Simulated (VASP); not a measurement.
Set up this calculation in VASP 6.6.1, as the native input.

| Item | Value |
| --- | --- |
| Task | single point |
| Functional | PBE |
| Potentials or basis | VASP PAW PBE potentials, release 64 (Zr_sv) |
| Cutoff | 520 eV |
| k mesh | 15 × 15 × 8 |
| Occupations | gaussian, width 0.1 eV |
| Spin | no spin polarisation |
| Dipole correction | no |
| Further INCAR settings | ALGO = Normal; EDIFF = 1e-06; NBANDS = 19 |

The structure of Zr lies in POSCAR:

```
Zr
1.0
    3.1349341458      0.0000000000      0.0000000000
   -1.5674670729      2.7149326094      0.0000000000
    0.0000000000      0.0000000000      5.2631423009
Zr
2
Direct
    0.3333333333      0.6666666667      0.2500000000
    0.6666666667      0.3333333333      0.7500000000
```

This cell differs from its parent crystal: biaxial strain in the a-b plane: -3.0 %.

These files were run (other wordings do the same):

INCAR

```
SYSTEM = Zr
PREC     = Accurate       ! precision mode
ENCUT    = 520            ! plane-wave cutoff, eV
EDIFF    = 1E-6           ! SCF threshold, eV
ISMEAR   = 0              ! smearing method
SIGMA    = 0.1            ! smearing width, eV
LREAL    = .FALSE.        ! projectors in reciprocal space
LASPH    = .TRUE.         ! aspherical terms in the spheres
NELM     = 80             ! most SCF steps
ALGO     = Normal         ! electronic algorithm
ISIF     = 2              ! what is computed and relaxed
LWAVE    = .FALSE.        ! write WAVECAR
LCHARG   = .FALSE.        ! write CHGCAR
GGA      = PE             ! functional
NBANDS   = 19             ! bands
```

KPOINTS

```
Automatic mesh
0
G
  15 15 8
  0 0 0
```

Potentials or basis: VASP PAW PBE potentials, release 64 (Zr_sv).

Command:

```sh
$ cat potpaw_PBE.64/Zr_sv/POTCAR > POTCAR
$ mpirun -np 1 vasp_std > vasp.out
```

Results of the run:

The pressure is 4.0 GPa and the band gap on the k mesh is zero (band 12 reaches 10.33 eV, above the bottom of band 13 at 9.01 eV).

Caveat: the cell differs from its parent crystal (biaxial strain in the a-b plane: -3.0 %).

Wall time 57 s on 1 thread of Intel(R) Xeon(R) Platinum 8259CL CPU @ 2.50GHz (Skylake/Cascade Lake), with other jobs on the host, peak memory 0.22 GiB.
